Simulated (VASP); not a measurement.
A run of VASP 6.6.1:

File INCAR:

```
PREC = Accurate
ENCUT = 520
EDIFF = 1E-6
ISMEAR = -1
SIGMA = 0.05
LREAL = False
LASPH = True
NELM = 150
ALGO = Normal
ISIF = 2
LWAVE = False
LCHARG = False
ISPIN = 2
MAGMOM = 2.25 2.25
LORBIT = 11
NUPDOWN = 4.5
LMAXMIX = 4
GGA = PS
NBANDS = 19
```

The input KPOINTS:

```
Automatic mesh
0
Gamma
  10 10 6
```

POSCAR

```
Fe
1.0
    2.4341575853      0.0000000000      0.0000000000
   -1.2170787927      2.1080423057      0.0000000000
    0.0000000000      0.0000000000      3.8419344700
Fe
2
Direct
    0.6666666667      0.3333333333      0.7500000000
    0.3333333333      0.6666666667      0.2500000000
```

Potentials or basis: VASP PAW PBE potentials, release 64 (Fe).

Run with:

```console
$ cat potpaw_PBE.64/Fe/POTCAR > POTCAR
$ mpirun -np 1 vasp_std > vasp.out
```

Hardware: 1 thread of Intel(R) Xeon(R) 6975P-C (Granite Rapids), with other jobs on the host.

How long does it take, and how much memory?

It took 16 s on 1 thread of Intel(R) Xeon(R) 6975P-C (Granite Rapids), on a shared host, peak memory 0.15 GiB. Counts: scf iterations 13, k points 56.
